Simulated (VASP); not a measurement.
Wanted: the native input for a VASP 6.6.1 run.

```
Task                   : single point
Functional             : PBEsol
Potentials or basis    : VASP PAW PBE potentials, release 64 (Al, Ni)
Cutoff                 : 520 eV
k mesh                 : 12 × 12 × 10
Occupations            : gaussian, width 0.15 eV
Spin                   : no spin polarisation
Dipole correction      : no
Further INCAR settings : ALGO = Fast; EDIFF = 1e-07; NBANDS = 32
```

The structure of AlNi2 lies in POSCAR:

```
AlNi2
1.0
    3.9748989536      0.0000000000      0.0000000000
   -1.9874494768      3.4423634713      0.0000000000
    0.0000000000      0.0000000000      4.9060444288
Al Ni
2 4
Direct
    0.3333333333      0.6666666667      0.1925788628
    0.6666666667      0.3333333333      0.8074211372
    0.3333333333      0.6666666667      0.6875372664
    0.6666666667      0.3333333333      0.3124627336
    0.0000000000      0.0000000000      0.5000000000
    0.0000000000      0.0000000000      0.0000000000
```

The input as run:

INCAR

```
ALGO = Fast ; EDIFF = 1E-7
ENCUT = 520 ; GGA = PS
ISIF = 2 ; ISMEAR = 0
LASPH = True ; LCHARG = False
LREAL = False ; LWAVE = False
NBANDS = 32 ; NELM = 80
PREC = Accurate ; SIGMA = 0.15
```

KPOINTS

```
k-points
0
Gamma
  12 12 10
```

Potentials or basis: VASP PAW PBE potentials, release 64 (Al, Ni).

Run with:

```sh
$ cat potpaw_PBE.64/Al/POTCAR potpaw_PBE.64/Ni/POTCAR > POTCAR
$ mpirun -np 1 vasp_std > vasp.out
```

It gave:

| Item | Value |
| --- | --- |
| Pressure | 0.2 GPa |
| Largest force | 0.021 eV/Å |
| Band gap on the k mesh | zero (band 23 reaches 13.85 eV, above the bottom of band 24 at 9.60 eV) |

Caveat: the PAW data sets were made with another functional, which shifts forces and pressure a little.

Wall time 7.8 min on 1 thread of Intel(R) Xeon(R) 6975P-C (Granite Rapids), on a shared host, peak memory 0.37 GiB.
